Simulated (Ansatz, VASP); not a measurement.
# ZnAu in VASP and in Ansatz

```
Au Zn
1.0
     3.14700    0.00000    0.00000
     0.00000    3.14700    0.00000
     0.00000    0.00000    3.14700
Au Zn
1 1
Direct
  0.00000 0.00000 0.00000
  0.50000 0.50000 0.50000
```

Alike in both runs: functional RPBE; k mesh 5 × 5 × 5; occupations fermi-dirac, width 0.05 eV; no spin polarisation.

|  | VASP | Ansatz |
| --- | --- | --- |
| version | VASP 6.6.1 | Ansatz 0.2.0 |
| potentials or method | VASP PAW PBE potentials, release 64 (Au, Zn) | Ansatz PAW |
| plane-wave cutoff (eV) | 520 | 420 |
| valence electrons in the cell | 23 | 31 |
| task | single point | band structure |

```tsv
	VASP	Ansatz	Ansatz less VASP
gap on the k mesh at the Fermi level (eV)	none	none	-
pressure (GPa)	9.5	9.3	-0.17
```

VASP's potentials were made for PBE, not for RPBE. A gap of «none» marks a metal or a gap that the smearing closes. The functional is the same, so the differences come from potentials, cutoffs and numerics. VASP's potentials hold 23 valence electrons a cell and Ansatz's 31, so a difference there can come from the potentials and not from the codes.

The k mesh is coarse, so the values compare programs but aren't converged. Spin-orbit coupling is off throughout.
